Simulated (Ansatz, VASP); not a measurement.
## One calculation of HfN, two programs

INCAR

```
SYSTEM = HfN
PREC = Accurate
ENCUT = 520
EDIFF = 1E-6
ISMEAR = 0
SIGMA = 0.1
LREAL = .False.
LASPH = .True.
NELM = 80
ALGO = Normal
ISIF = 2
LWAVE = .False.
LCHARG = .True.
GGA = PS
LELF = .True.
LVHAR = .True.
NBANDS = 23
```

KPOINTS

```
regular mesh
0
Gamma
  18 18 10
  0 0 0
```

File POSCAR:

```
HfN
1.0
    3.1277073043      0.0000000000      0.0000000000
   -1.5638536522      2.7086739812      0.0000000000
    0.0000000000      0.0000000000      5.3909359289
Hf N
2 2
Direct
    0.6666666667      0.3333333333      0.7500000000
    0.3333333333      0.6666666667      0.2500000000
    0.0000000000      0.0000000000      0.0000000000
    0.0000000000      0.0000000000      0.5000000000
```

Input for Ansatz:

```yaml
crystal:
  lattice:
    - [3.1277072835, 0.0, 0.0]
    - [-1.5638536418, 2.7086739631, 0.0]
    - [0.0, 0.0, 5.3909358951]
  atoms:
    - { symbol: Hf, position: [0.6666666667, 0.3333333333, 0.75] }
    - { symbol: Hf, position: [0.3333333333, 0.6666666667, 0.25] }
    - { symbol: "N", position: [0.0, 0.0, 0.0] }
    - { symbol: "N", position: [0.0, 0.0, 0.5] }
basis:
  ecutwfc: 420
kpoints:
  mp_grid: { grid: [18, 18, 10] }
hamiltonian:
  xc: pbesol
scf:
  occupations: { method: gaussian, width: 0.1 }
output:
  forces: true
  stress: true
  eigenvalues: true
```

Alike in both runs: task single point; functional PBEsol; k mesh 18 × 18 × 10; occupations gaussian, width 0.1 eV; no spin polarisation.

```csv
,VASP,Ansatz
version,VASP 6.6.1,Ansatz 0.2.0
potentials or method,"VASP PAW PBE potentials, release 64 (Hf_pv, N), cutoff 520 eV","scalar-relativistic, plane waves, PAW"
valence electrons in the cell,30,62
```

|  | VASP | Ansatz | Ansatz less VASP |
| --- | --- | --- | --- |
| gap on the k mesh at the Fermi level (eV) | none | none | - |
| pressure (GPa) | -2.1 | -0.1 | +2.06 |
| traceless stress, the component that is largest in VASP (GPa) | 0.22 | 0.16 | -0.066 |

VASP's potentials were made for PBE, not for PBEsol. A gap of «none» marks a metal or a gap that the smearing closes. VASP's potentials hold 30 valence electrons a cell and Ansatz's 62, so a difference there can come from the potentials and not from the codes.

Neither program's run includes spin-orbit coupling.
